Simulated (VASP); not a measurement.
Ca:

```
Ca
1.0
    -0.03907    2.80626    2.81025
     2.72557   -0.00878    2.77997
     2.75441    2.80481   -0.03762
Ca
1
Direct
  0.00063 0.98687 0.01152
```

This cell differs from its parent crystal: the cell strained at random.

Base run:

- Program: VASP 6.6.1
- Functional: BLYP
- Potentials or basis: VASP PAW PBE potentials, release 64 (Ca_sv)
- Cutoff: 520 eV
- k mesh: 8 × 8 × 8
- Occupations: methfessel-paxton, width 0.2 eV
- Spin: no spin polarisation

Its results: band gap on the k mesh zero (bands 5 and 6 overlap by 0.31 eV); pressure -0.4 GPa.

**Question.** The run is repeated on the same cell with these changes: functional from BLYP to LDA; potentials or basis from VASP PAW PBE potentials, release 64 (Ca_sv) to VASP PAW LDA potentials, release 64 (Ca_sv). What comes out?

**Answer.** Band gap on the k mesh zero (bands 5 and 6 overlap by 0.38 eV); pressure -2.2 GPa.

Caveats: the PAW data sets were made with another functional, which shifts forces and pressure a little (at least some runs).
